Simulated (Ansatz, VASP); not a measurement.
**One calculation of B, two programs**

```
B
1.0
     2.34611    0.00000    0.00000
     0.00000    2.34611    0.00000
     0.00000    0.00000    1.58579
B
1
Cartesian
  1.1731 1.1731 0.7929
```

Alike in both runs: task relaxation of cell and atoms; functional RPBE; k mesh 11 × 11 × 16; occupations fermi-dirac, width 0.05 eV; no spin polarisation.

|  | VASP | Ansatz |
| --- | --- | --- |
| version | VASP 6.6.1 | Ansatz 0.2.0 |
| potentials or method | VASP PAW PBE potentials, release 64 (B) | Ansatz PAW |
| plane-wave cutoff (eV) | 600 | 420 |
| valence electrons in the cell | 3 | 3 |

Ansatz gave:

```
gap on the k mesh at the Fermi level, each at its own relaxed structure (eV) : none
relaxed volume (Å³/atom)                                                     : 8.85
relaxed cell length with the largest relative difference (Å)                 : 2.356
```

**Question.** What did VASP give for the same quantities?

**Answer.** gap on the k mesh at the Fermi level, each at its own relaxed structure (eV): none; relaxed volume (Å³/atom): 8.83; relaxed cell length with the largest relative difference (Å): 2.354.

VASP's potentials were made for PBE, not for RPBE. A gap of «none» marks a metal or a gap that the smearing closes.

Noted on Ansatz's run: the plane-wave basis is chosen anew once the cell has moved, so the energies of steps on either side of that aren't comparable.
